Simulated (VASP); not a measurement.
# W (Im-3m) in VASP: notebook

The runs below take W through single point, with BLYP.

All numbers are computed with VASP 6.6.1; they aren't measurements. Logs are shortened: lines on timing, memory, paths and dates and some standing lists are left out, and cuts for length are marked.

### Step 1. The cell of the first run

Symmetry: Im-3m, No. 229, cubic system. The conventional cell has a = 3.304 Å, b = 3.304 Å, c = 3.304 Å, α = 90.00°, β = 90.00°, γ = 90.00°. W (site symmetry m-3m) has 14 W at 2.86 to 3.30 Å within 3.8 Å.

### Step 2. Single point, BLYP (18.03 Å³/atom)

File INCAR:

```
PREC = Accurate
ENCUT = 520
EDIFF = 1E-7
ISMEAR = -1
SIGMA = 0.1
LREAL = False
LASPH = True
NELM = 60
ALGO = Normal
ISIF = 2
LWAVE = False
LCHARG = False
GGA = B5
ALDAX = 1.0
AGGAX = 1.0
AGGAC = 1.0
ALDAC = 0.0
NBANDS = 13
```

File KPOINTS:

```
Automatic mesh
0
Gamma
  22 22 22
```

File POSCAR:

```
W
1.0
   -1.6518638387      1.6518638387      1.6518638387
    1.6518638387     -1.6518638387      1.6518638387
    1.6518638387      1.6518638387     -1.6518638387
W
1
Direct
    0.0000000000      0.0000000000      0.0000000000
```

Potentials or basis: VASP PAW PBE potentials, release 64 (W_sv).

On the command line:

```console
> cat potpaw_PBE.64/W_sv/POTCAR > POTCAR
> mpirun -np 1 vasp_std > vasp.out
```

OUTCAR:

```text
PREC = Accurate
   ENCUT = 520
   EDIFF = 1E-7
   ISMEAR = -1
   LREAL = False
   LASPH = True
   NELM = 60
   ISIF = 2
   GGA = B5

 ion  position               nearest neighbor table
   1  0.000  0.000  0.000-

  LATTYP: Found a body centered cubic cell.
 ALAT       =     3.3037276774

  Lattice vectors:

 A1 = (  -1.6518638387,   1.6518638387,   1.6518638387)
 A2 = (   1.6518638387,  -1.6518638387,   1.6518638387)
 A3 = (   1.6518638387,   1.6518638387,  -1.6518638387)

Analysis of symmetry for initial positions (statically):
=====================================================================
 Subroutine PRICEL returns:
 Original cell was already a primitive cell.

 Routine SETGRP: Setting up the symmetry group for a
 body centered cubic supercell.

 Subroutine GETGRP returns: Found 48 space group operations
 (whereof 48 operations were pure point group operations)
 out of a pool of 48 trial point group operations.

The static configuration has the point symmetry O_h .

Analysis of symmetry for dynamics (positions and initial velocities):
=====================================================================
 Subroutine PRICEL returns:
 Original cell was already a primitive cell.

 Routine SETGRP: Setting up the symmetry group for a
 body centered cubic supercell.

 Subroutine GETGRP returns: Found 48 space group operations
 (whereof 48 operations were pure point group operations)
 out of a pool of 48 trial point group operations.

The dynamic configuration has the point symmetry O_h .

 Subroutine INISYM returns: Found 48 space group operations
 (whereof 48 operations are pure point group operations),
 and found     1 'primitive' translations

----------------------------------------------------------------------------------------

                                     Primitive cell

  volume of cell :      18.0295

  direct lattice vectors                    reciprocal lattice vectors
    -1.651863839  1.651863839  1.651863839     0.000000000  0.302688386  0.302688386
     1.651863839 -1.651863839  1.651863839     0.302688386  0.000000000  0.302688386
     1.651863839  1.651863839 -1.651863839     0.302688386  0.302688386  0.000000000

  length of vectors
     2.861112096  2.861112096  2.861112096     0.428066021  0.428066021  0.428066021

  position of ions in fractional coordinates (direct lattice)
     0.000000000  0.000000000  0.000000000

  ion indices of the primitive-cell ions
   primitive index   ion index
                 1           1

----------------------------------------------------------------------------------------

 KPOINTS: Automatic mesh

Automatic generation of k-mesh.
 Grid dimensions read from file:
 generate k-points for:   22   22   22

 Generating k-lattice:

  Cartesian coordinates                     Fractional coordinates (reciprocal lattice)
     0.000000000  0.013758563  0.013758563     0.045454545  0.000000000  0.000000000
     0.013758563  0.000000000  0.013758563     0.000000000  0.045454545  0.000000000
     0.013758563  0.013758563  0.000000000     0.000000000  0.000000000  0.045454545

  Length of vectors
     0.019457546  0.019457546  0.019457546

  Shift w.r.t. Gamma in fractional coordinates (k-lattice)
     0.000000000  0.000000000  0.000000000

 Subroutine IBZKPT returns following result:
 ===========================================

 Found    328 irreducible k-points:

 Following reciprocal coordinates:
            Coordinates               Weight
  0.000000  0.000000  0.000000      1.000000
  0.045455  0.000000  0.000000     12.000000
  0.090909  0.000000  0.000000     12.000000
  0.136364  0.000000  0.000000     12.000000
  0.181818  0.000000  0.000000     12.000000
  0.227273  0.000000  0.000000     12.000000
[... 16 lines left out ...]
  0.090909  0.090909  0.000000     24.000000
  0.136364  0.090909 -0.000000     48.000000
 [... further k-points ...]
   k-points           NKPTS =    328   k-points in BZ     NKDIM =    328   number of bands    NBANDS=     13
   number of dos      NEDOS =    301   number of ions     NIONS =      1
   total plane-waves  NPLWV =  13824
   dimension x,y,z NGX =    24 NGY =   24 NGZ =   24
   dimension x,y,z NGXF=    48 NGYF=   48 NGZF=   48
   ions per type =               1
   NGX,Y,Z   is equivalent  to a cutoff of  13.95, 13.95, 13.95 a.u.
   NGXF,Y,Z  is equivalent  to a cutoff of  27.89, 27.89, 27.89 a.u.
 SYSTEM =  unknown system
   PREC   = accura    normal or accurate (medium, high low for compatibility)
   ISTART =      0    job   : 0-new  1-cont  2-samecut
   ICHARG =      2    charge: 1-file 2-atom 10-const
   ISPIN  =      1    spin polarized calculation?
   LNONCOLLINEAR =      F non collinear calculations
   LSORBIT =      F    spin-orbit coupling
   LASPH  =      T    aspherical Exc in radial PAW
   ENCUT  =  520.0 eV  38.22 Ry    6.18 a.u.   5.32  5.32  5.32*2*pi/ulx,y,z
   NELM   =     60;   NELMIN=  2; NELMDL= -5     # of ELM steps
   EDIFF  = 0.1E-06   stopping-criterion for ELM
   LREAL  =      F    real-space projection
   EDIFFG = 0.1E-05   stopping-criterion for IOM
   NSW    =      0    number of steps for IOM
   IBRION =     -1    ionic relax: 0-MD 1-quasi-New 2-CG
   NFREE  =      0    steps in history (QN), initial steepest desc. (CG)
   ISIF   =      2    stress and relaxation
   ISYM   =      2    0-nonsym 1-usesym 2-fastsym
   POTIM  = 0.5000    time-step for ionic-motion
   TEBEG  =    0.0;   TEEND  =   0.0 temperature during run
   PSTRESS=    0.0 pullay stress
   NELECT =      14.0000    total number of electrons
   NUPDOWN=      -1.0000    fix difference up-down
   EMIN   =  10.00;   EMAX   =-10.00  energy-range for DOS
   EFERMI =   0.00;   METHOD = LEGACY
   ISMEAR =    -1;   SIGMA  =   0.10  broadening in eV -4-tet -1-fermi 0-gaus
   EFERMI_NEDOS =   21; number of points for ismear=-14 and -15
   IALGO  =     38    algorithm
   IMIX   =      4    mixing-type and parameters
     AMIX     =   0.40;   BMIX     =  1.00
     AMIX_MAG =   1.60;   BMIX_MAG =  1.00
  volume/ion in A,a.u.               =      18.03       121.67
  Fermi-wavevector in a.u.,A,eV,Ry     =   1.504723  2.843514 30.806199  2.264192
  Thomas-Fermi vector in A             =   2.615665
   LORBIT       =      0    0 simple, 1 ext, 2 COOP (PROOUT), +10 PAW based schemes
   GGA     = B5    functional components
   LHFCALC =     F    Hartree Fock is set to
   AEXX    =    0.0000 exact exchange contribution
   IVDW    =     0    specifies the selected vdW correction
   LEPSILON=     F    determine dielectric tensor
   LRPA    =     F    only Hartree local field effects (RPA)
 non-spin polarized calculation
  energy-cutoff  :      520.00
  volume of cell :       18.03
 maximum number of plane-waves:       496
 NGX is ok and might be reduce to    24
   NGX = 11   NGY = 11   NGZ = 11

 number of electron      14.0000003 magnetization

 Free energy of the ion-electron system (eV)
  ---------------------------------------------------
  ext. energy  EPLUGINS =         0.00000000
  ---------------------------------------------------
  free energy    TOTEN  =       -11.21906292 eV

  energy without entropy =      -11.20022259  energy(sigma->0) =      -11.20964276

 E-fermi :  10.1818     XC(G=0): -12.2938

 val. band max:       10.1605068803   @ k =  -0.3182   0.3182   0.2273
 cond. band min:      10.1905924566   @ k =  -0.1818   0.1818   0.1364
 fundamental gap:      0.0300855764
 Fermi energy:        10.1817986193

 k-point     1 :       0.0000    0.0000    0.0000
  band No.  band energies     occupation
      1     -63.7039      2.00000
      2     -27.6892      2.00000
      3     -27.6892      2.00000
      4     -27.6892      2.00000
      5       1.4935      2.00000
      6       9.0908      1.99996
      7       9.0908      1.99996
      8       9.0908      1.99996
      9      12.1152      0.00000
     10      12.1152      0.00000
     11      24.6089      0.00000
     12      24.6089      0.00000
     13      24.6089      0.00000

 k-point     2 :       0.0455    0.0000    0.0000
  band No.  band energies     occupation
      1     -63.7023      2.00000
      2     -27.7075      2.00000
      3     -27.6951      2.00000
      4     -27.6892      2.00000
      5       1.5803      2.00000
      6       9.0417      1.99998
      7       9.0821      1.99997
      8       9.1722      1.99992
      9      12.0386      0.00000
     10      12.1163      0.00000
     11      24.6778      0.00000
     12      24.7551      0.00000
     13      24.7961      0.00000

 k-point     3 :       0.0909    0.0000    0.0000
  band No.  band energies     occupation
      1     -63.6978      2.00000
      2     -27.7606      2.00000
      3     -27.7124      2.00000
      4     -27.6893      2.00000
      5       1.8354      2.00000
      6       8.9017      1.99999
      7       9.0470      1.99998
      8       9.4150      1.99907
      9      11.8498      0.00000
     10      12.1220      0.00000
     11      24.8575      0.00000
     12      25.1855      0.00000
     13      25.2949      0.00000

 k-point     4 :       0.1364    0.0000    0.0000
  band No.  band energies     occupation
      1     -63.6906      2.00000
      2     -27.8436      2.00000
      3     -27.7395      2.00000
      4     -27.6894      2.00000
      5       2.2418      2.00000
      6       8.6907      2.00000
      7       8.9637      1.99999
      8       9.8135      1.95093
      9      11.6465      0.00000
     10      12.1381      0.00000
     11      25.0539      0.00000
     12      25.8777      0.00000
     13      25.9038      0.00000

 k-point     5 :       0.1818    0.0000    0.0000
  band No.  band energies     occupation
      1     -63.6813      2.00000
      2     -27.9487      2.00000
      3     -27.7741      2.00000
      4     -27.6895      2.00000
      5       2.7679      2.00000
      6       8.4346      2.00000
      7       8.8250      2.00000
      8      10.3582      0.29269
      9      11.5247      0.00000
     10      12.1718      0.00000
     11      25.0831      0.00000
     12      26.2115      0.00000
     13      26.8002      0.00000
[... 257 lines left out ...]
 k-point    22 :       0.4545    0.0455    0.0000
  band No.  band energies     occupation
      1     -63.6261      2.00000
      2     -28.5316      2.00000
      3     -27.9776      2.00000
      4     -27.6977      2.00000
      5       4.8531      2.00000
      6       7.1924      2.00000
      7      10.5707      0.04012
      8      11.9186      0.00000
      9      12.8278      0.00000
     10      15.2396      0.00000
     11      19.3306      0.00000
     12      21.7434      0.00000
     13      25.4449      0.00000

 k-point    23 :       0.0909    0.0909    0.0000
  band No.  band energies     occupation
      1     -63.6864      2.00000
      2     -27.8905      2.00000
      3     -27.7376      2.00000
      4     -27.7066      2.00000
      5       2.4787      2.00000
      6       8.6630      2.00000
      7       8.7774      2.00000
      8      10.1040      1.37070
      9      11.4861      0.00000
     10      12.2211      0.00000
     11      25.3252      0.00000
     12      25.9437      0.00000
     13      26.2267      0.00000

 k-point    24 :       0.1364    0.0909   -0.0000
  band No.  band energies     occupation
      1     -63.6775      2.00000
      2     -27.9870      2.00000
      3     -27.7696      2.00000
      4     -27.7117      2.00000
      5       2.9949      2.00000
      6       8.4354      2.00000
      7       8.6066      2.00000
      8      10.6759      0.01420
      9      11.3467      0.00002
     10      12.3076      0.00000
     11      25.4714      0.00000
     12      26.0409      0.00000
     13      26.7785      0.00000

 [... further k-points ...]

------------------------ aborting loop because EDIFF is reached ----------------------------------------

  FORCE on cell =-STRESS in cart. coord.  units (eV):
  Direction    XX          YY          ZZ          XY          YZ          ZX
  --------------------------------------------------------------------------------------
  -------------------------------------------------------------------------------------
  Total       -1.8892336     -1.8892336     -1.8892336     -0.0000000      0.0000000      0.0000000
  in kB     -167.8856249   -167.8856249   -167.8856249     -0.0000000      0.0000000      0.0000000
  external PRESSURE =    -167.8856249 kB  Pullay stress =       0.0000000 kB

 VOLUME and BASIS-vectors are now :
 -----------------------------------------------------------------------------
  energy-cutoff  :      520.00
  volume of cell :       18.03
      direct lattice vectors                 reciprocal lattice vectors
    -1.651863839  1.651863839  1.651863839     0.000000000  0.302688386  0.302688386
     1.651863839 -1.651863839  1.651863839     0.302688386  0.000000000  0.302688386
     1.651863839  1.651863839 -1.651863839     0.302688386  0.302688386  0.000000000

 POSITION                                       TOTAL-FORCE (eV/Angst)
 -----------------------------------------------------------------------------------
      0.00000      0.00000      0.00000         0.000000      0.000000      0.000000
 -----------------------------------------------------------------------------------
    total drift:                                0.000000      0.000000      0.000000

  FREE ENERGIE OF THE ION-ELECTRON SYSTEM (eV)
  ---------------------------------------------------
  free  energy   TOTEN  =       -11.2190629247 eV

  energy  without entropy=      -11.2002225853  energy(sigma->0) =      -11.20964276
```

It took 70 s on 1 thread of Intel Xeon Platinum 8259CL at 2.50GHz (Skylake/Cascade Lake), shared host; peak memory 0.19 GiB.

Results:

```
Free energy            : -11.2191 eV
Pressure               : -16.8 GPa
Band gap on the k mesh : zero (bands 7 and 8 overlap by 5.31 eV)
```

Caveat: the cell stands under tension; the PAW data sets were made with another functional, which shifts forces and pressure a little; spin-orbit coupling is left out, which moves the levels of the heavy elements.

### Step 3. Single point, BLYP (18.70 Å³/atom)

This run uses another cell than the first one, of 18.70 Å³/atom.

File INCAR:

```
PREC     = Accurate       # precision mode
ENCUT    = 520            # plane-wave cutoff, eV
EDIFF    = 1E-6           # SCF threshold, eV
ISMEAR   = -1             # smearing method
SIGMA    = 0.1            # smearing width, eV
LREAL    = F              # projectors in reciprocal space
LASPH    = T              # aspherical terms in the spheres
NELM     = 60             # most SCF steps
ALGO     = Normal         # electronic algorithm
ISIF     = 2              # what is computed and relaxed
LWAVE    = F              # write WAVECAR
LCHARG   = F              # write CHGCAR
GGA      = B5             # functional
ALDAX    = 1.0          
AGGAX    = 1.0          
AGGAC    = 1.0          
ALDAC    = 0.0          
NBANDS   = 13             # bands
```

File KPOINTS:

```
regular mesh
0
Gamma
  22 22 22
```

File POSCAR:

```
W
1.0
   -1.6720105052      1.6720105052      1.6720105052
    1.6720105052     -1.6720105052      1.6720105052
    1.6720105052      1.6720105052     -1.6720105052
W
1
Direct
    0.0000000000      0.0000000000      0.0000000000
```

Potentials or basis: VASP PAW PBE potentials, release 64 (W_sv).

On the command line:

```console
> cat potpaw_PBE.64/W_sv/POTCAR > POTCAR
> mpirun -np 1 vasp_std > vasp.out
```

Run time: 73 s. Hardware: 1 thread of Intel Xeon Platinum 8259CL at 2.50GHz (Skylake/Cascade Lake), shared host; peak memory 0.2 GiB.

Results (log left out):

- Free energy: -11.1352 eV
- Pressure: -23.4 GPa
- Band gap on the k mesh: zero (bands 7 and 8 overlap by 5.04 eV)

Levels at points of the mesh, in eV from the Fermi level:
```csv
k point,band 4,band 5,band 6,band 7,band 8,band 9,band 10,band 11
"(0.00, 0.00, 0.00)",-37.95,-8.48,-1.04,-1.04,-1.04,1.85,1.85,14.34
"(0.50, 0.00, 0.00)",-37.95,-5.18,-2.86,0.59,1.66,2.43,4.74,8.65
"(0.50, 0.50, 0.50)",-38.49,-4.55,-4.55,4.00,4.00,4.00,7.29,7.29
```

Caveat: the cell stands under tension; the PAW data sets were made with another functional, which shifts forces and pressure a little; spin-orbit coupling is left out, which moves the levels of the heavy elements.
